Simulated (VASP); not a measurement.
**HgTe: single point with LDA**

Crystal: HgTe.

```
CELL_PARAMETERS angstrom
0.00000 3.15903 3.22350
3.15903 0.00000 3.22350
3.15903 3.15903 0.00000
ATOMIC_POSITIONS crystal
Hg 0.00000 0.00000 0.00000
Te 0.75000 0.75000 0.75000
```

This cell differs from its parent crystal: equal xx and yy strain of -2 %.

```yaml
Program: VASP 6.6.1
Task: single point
Functional: LDA
Potentials_or_basis: VASP PAW LDA potentials, release 64 (Hg, Te)
Cutoff: 520 eV
k_mesh: 11 × 11 × 11
Occupations: fermi-dirac, width 0.03 eV
Spin: no spin polarisation
```

| Property | Result |
| --- | --- |
| Pressure | 2.1 GPa |
| Band gap on the k mesh | zero (filled and empty bands touch) |

Stress tensor (GPa, compression positive):
```
2.21 0.00 0.00
0.00 2.21 0.00
0.00 0.00 1.89
```

Levels at points of the mesh, in eV from the Fermi level:
| k point | band 5 | band 6 | band 7 | band 8 | band 9 | band 10 | band 11 | band 12 | band 13 | band 14 |
| --- | --- | --- | --- | --- | --- | --- | --- | --- | --- | --- |
| (0.00, 0.00, 0.00) | -7.13 | -7.11 | -0.79 | -0.09 | -0.01 | -0.01 | 4.03 | 4.03 | 4.03 | 6.18 |

Run time: 60 s on 1 thread of AMD EPYC 9R45 96-Core Processor (Zen 5), with other jobs on the host, peak memory 0.24 GiB.

Caveat: the cell differs from its parent crystal (equal xx and yy strain of -2 %); semilocal functionals underestimate gaps, so a narrow gap can read as zero; spin-orbit coupling is left out, which moves the levels of the heavy elements.
